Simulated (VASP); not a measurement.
# LiCl: vibrations by perturbation theory with PBE

Crystal: LiCl.

```
Li Cl
1.0
     3.43528    0.00000    0.00000
     0.00000    3.43528    0.00000
     0.00000    0.00000    5.54688
Li Cl
1 1
Direct
  0.00000 0.00000 0.00000
  0.50000 0.50000 0.00000
```

```json
{
  "Program": "VASP 6.6.1",
  "Task": "vibrations by perturbation theory",
  "Functional": "PBE",
  "Potentials or basis": "VASP PAW PBE potentials, release 64 (Li_sv, Cl)",
  "Cutoff": "520 eV",
  "k mesh": "8 × 8 × 4",
  "Occupations": "gaussian, width 0.01 eV",
  "Spin": "no spin polarisation",
  "Dipole correction": "no",
  "Further INCAR settings": "ALGO = Normal; EDIFF = 1e-08; IBRION = 8; NSW = 1"
}
```

The electronic dielectric tensor (diagonal) is 2.03, 2.03, 1.62 and the born charges (mean of the diagonal) is Li +1.02; Cl -1.02 e. The highest phonon frequency at Γ, LO-TO splitting left out is 277 cm⁻¹.

Phonon frequencies in cm⁻¹ (negative: imaginary):
| q point | frequencies |
| --- | --- |
| (0.000, 0.000, 0.000) | -2 -1 -1 174 277 277 |

Electronic dielectric tensor:
```
2.03 0.00 0.00
0.00 2.03 0.00
0.00 0.00 1.62
```

Born effective charge tensors (e):
atom 1, Li
```
1.28 0.00 0.00
0.00 1.28 0.00
0.00 0.00 0.50
```
atom 2, Cl
```
-1.28  0.00  0.00
 0.00 -1.28  0.00
 0.00  0.00 -0.50
```

It took 22 min on 1 thread of Oxide Virtual Turin-like Processor, with other jobs on the host, peak memory 0.28 GiB.
